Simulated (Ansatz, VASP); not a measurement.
# Rh in VASP and in Ansatz

File INCAR:

```
ALGO = Normal ; EDIFF = 1E-6
ENCUT = 500 ; GGA = PE
GGA_COMPAT = False ; ISIF = 2
ISMEAR = -1 ; ISPIN = 2
LASPH = True ; LCHARG = True
LELF = True ; LMAXMIX = 4
LORBIT = 11 ; LREAL = False
LVHAR = True ; LWAVE = False
MAGMOM = 0 ; NBANDS = 18
NELM = 200 ; PREC = Accurate
SIGMA = 0.1
```

File KPOINTS:

```
k-points
0
Gamma
  8 8 8
```

File POSCAR:

```
Rh
1.0
    0.0000000000      2.0099500000      2.0099500000
    2.0099500000      0.0000000000      2.0099500000
    2.0099500000      2.0099500000      0.0000000000
Rh
1
Direct
    0.0000000000      0.0000000000      0.0000000000
```

Input for Ansatz:

```yaml
crystal:
  lattice:
    - [0, 2.00995, 2.00995]
    - [2.00995, 0, 2.00995]
    - [2.00995, 2.00995, 0]
  atoms:
    - { symbol: Rh, position: [0, 0, 0] }
kpoints:
  mp_grid: { grid: [8, 8, 8], shift: [0, 0, 0] }
hamiltonian:
  xc: pbe
  pseudopotentials: { kind: nc }
scf:
  occupations: { method: fermi_dirac }
  algorithm: direct_min
  lower_state_search: "off"
magnetization:
  spin_polarized: true
```

Alike in both runs: task single point; functional PBE; k mesh 8 × 8 × 8; collinear spin.

```csv
,VASP,Ansatz
version,VASP 6.6.1,Ansatz 0.2 development build
potentials or method,"VASP PAW PBE potentials, release 64 (Rh_pv)",scalar-relativistic
plane-wave cutoff (eV),500,1197
occupations,"fermi-dirac, width 0.1 eV",fermi-dirac
```

|  | VASP | Ansatz | Ansatz less VASP |
| --- | --- | --- | --- |
| net moment per atom (μB) | 0.00 | 0.00 | 0.000 |

Ansatz's warnings: stability check not made.
